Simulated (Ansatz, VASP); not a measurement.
**Mg2Si3 in VASP and in Ansatz**

```
Mg Si
1.0
     3.03366    1.75148    7.46390
    -3.03366    1.75148    7.46390
     0.00000   -3.50297    7.46390
Mg Si
4 6
Direct
  0.36133 0.36133 0.36133
  0.13867 0.13867 0.13867
  0.63867 0.63867 0.63867
  0.86133 0.86133 0.86133
  0.47665 0.02335 0.25000
  0.25000 0.47665 0.02335
  0.02335 0.25000 0.47665
  0.52335 0.97665 0.75000
  0.75000 0.52335 0.97665
  0.97665 0.75000 0.52335
```

Alike in both runs: functional PBE; k mesh 6 × 6 × 6; occupations gaussian, width 0.1 eV; no spin polarisation.

Ansatz relaxed the structure, and its values are those at the end. VASP's run is a single point on that final structure, the one shown.

|  | VASP | Ansatz |
| --- | --- | --- |
| version | VASP 6.6.1 | Ansatz 0.2.0 |
| potentials or method | VASP PAW PBE potentials, release 64 (Mg, Si), cutoff 520 eV | scalar-relativistic, plane waves, PAW |
| valence electrons in the cell | 32 | 64 |

Ansatz gave:

| Property | Result |
| --- | --- |
| gap on the k mesh at the Fermi level (eV) | none |
| pressure (GPa) | 0.0 |

Q: What did VASP give for the same quantities?

A: gap on the k mesh at the Fermi level (eV): none; pressure (GPa): -0.1.

A gap of «none» marks a metal or a gap that the smearing closes. With one functional, cell and mesh, what is left measures potentials, basis and numerics. VASP's potentials hold 32 valence electrons a cell and Ansatz's 64, so a difference there can come from the potentials and not from the codes.
